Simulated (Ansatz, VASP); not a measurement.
**CuI: VASP beside Ansatz**

Contents of INCAR:

```
SYSTEM = CuI
ALGO     = Normal         ! electronic algorithm
EDIFF    = 1E-7           ! SCF threshold, eV
ENCUT    = 520            ! plane-wave cutoff, eV
GGA      = CA             ! functional
ISIF     = 2              ! what is computed and relaxed
ISMEAR   = 0              ! smearing method
LASPH    = .True.         ! aspherical terms in the spheres
LCHARG   = .False.        ! write CHGCAR
LREAL    = .False.        ! projectors in reciprocal space
LWAVE    = .False.        ! write WAVECAR
NBANDS   = 26             ! bands
NELM     = 60             ! most SCF steps
PREC     = Accurate       ! precision mode
SIGMA    = 0.01           ! smearing width, eV
```

KPOINTS

```
k-points
0
Gamma
  6 6 4
  0 0 0
```

File POSCAR:

```
CuI
1.0
    4.1286200000      0.0000000000      0.0000000000
   -2.0643100000      3.5754900000      0.0000000000
    0.0000000000      0.0000000000      7.4781100000
Cu I
2 2
Direct
    0.6666666667      0.3333333333      0.5899500000
    0.3333333333      0.6666666667      0.4100500000
    0.3333333333      0.6666666667      0.7547500000
    0.6666666667      0.3333333333      0.2452500000
```

Input for Ansatz:

```yaml
crystal:
  lattice:
    - [4.12862, 0.0, 0.0]
    - [-2.06431, 3.57549, 0.0]
    - [0.0, 0.0, 7.47811]
  atoms:
    - { symbol: Cu, position: [0.6666666666666666, 0.3333333333333333, 0.58995] }
    - { symbol: Cu, position: [0.3333333333333333, 0.6666666666666666, 0.41005] }
    - { symbol: I, position: [0.3333333333333333, 0.6666666666666666, 0.75475] }
    - { symbol: I, position: [0.6666666666666666, 0.3333333333333333, 0.24525] }
basis:
  ecutwfc: 470.0
kpoints:
  mp_grid:
    grid: [6, 6, 4]
hamiltonian:
  xc: lda
scf:
  occupations:
    method: fixed
output:
  stress: true
  eigenvalues: true
```

Alike in both runs: task single point; functional LDA; k mesh 6 × 6 × 4; no spin polarisation.

|  | VASP | Ansatz |
| --- | --- | --- |
| version | VASP 6.6.1 | Ansatz 0.2.0 |
| potentials or method | VASP PAW LDA potentials, release 64 (Cu, I), cutoff 520 eV | plane waves, PAW |
| occupations | gaussian, width 0.01 eV | fixed |
| valence electrons in the cell | 36 | 72 |

```tsv
	VASP	Ansatz	Ansatz less VASP
gap on the k mesh at the Fermi level (eV)	1.51	1.47	-0.037
pressure (GPa)	-3.5	-3.6	-0.13
traceless stress, the component that is largest in VASP (GPa)	-0.20	-0.19	+0.011
```

LDA's correlation is that of Perdew and Zunger in VASP and of Perdew and Wang (1992) in Ansatz. VASP's potentials hold 36 valence electrons a cell and Ansatz's 72, so a difference there can come from the potentials and not from the codes.

Neither program's run includes spin-orbit coupling.
